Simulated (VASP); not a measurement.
Write the native input for VASP 6.6.1 that does the following.

- Task: single point
- Functional: PBEsol
- Potentials or basis: VASP PAW PBE potentials, release 64 (Zn, S)
- Cutoff: 520 eV
- k mesh: 9 × 9 × 6
- Occupations: gaussian, width 0.05 eV
- Spin: no spin polarisation
- Dipole correction: no
- Further INCAR settings: ALGO = Normal; EDIFF = 1e-06; NBANDS = 26

The structure of ZnS lies in POSCAR:

```
ZnS
1.0
    3.8796928979      0.0000000000      0.0000000000
   -1.9398464489      3.3599126084      0.0000000000
    0.0000000000      0.0000000000      6.3700242978
Zn S
2 2
Direct
    0.3333333333      0.6666666667     -0.0066373471
    0.6666666667      0.3333333333      0.4933626529
    0.3333333333      0.6666666667      0.3795575521
    0.6666666667      0.3333333333      0.8795575521
```

These files were run (other wordings do the same):

INCAR

```
SYSTEM = ZnS
  PREC = Accurate
  ENCUT = 520
  EDIFF = 1E-6
  ISMEAR = 0
  SIGMA = 0.05
  LREAL = .False.
  LASPH = .True.
  NELM = 80
  ALGO = Normal
  ISIF = 2
  LWAVE = .False.
  LCHARG = .False.
  GGA = PS
  NBANDS = 26
```

KPOINTS

```
Automatic mesh
0
Gamma
  9 9 6
  0 0 0
```

Potentials or basis: VASP PAW PBE potentials, release 64 (Zn, S).

Launch:

```bash
$ cat potpaw_PBE.64/Zn/POTCAR potpaw_PBE.64/S/POTCAR > POTCAR
$ mpirun -np 1 vasp_std > vasp.out
```

Results of the run:

```
Pressure               : -4.7 GPa
Largest force          : 0.278 eV/Å
Band gap on the k mesh : 1.86 eV, direct
```

Caveat: the PAW data sets were made with another functional, which shifts forces and pressure a little.

It took 82 s on 1 thread of Intel(R) Xeon(R) Platinum 8259CL CPU @ 2.50GHz (Skylake/Cascade Lake), with other jobs on the host, peak memory 0.24 GiB.
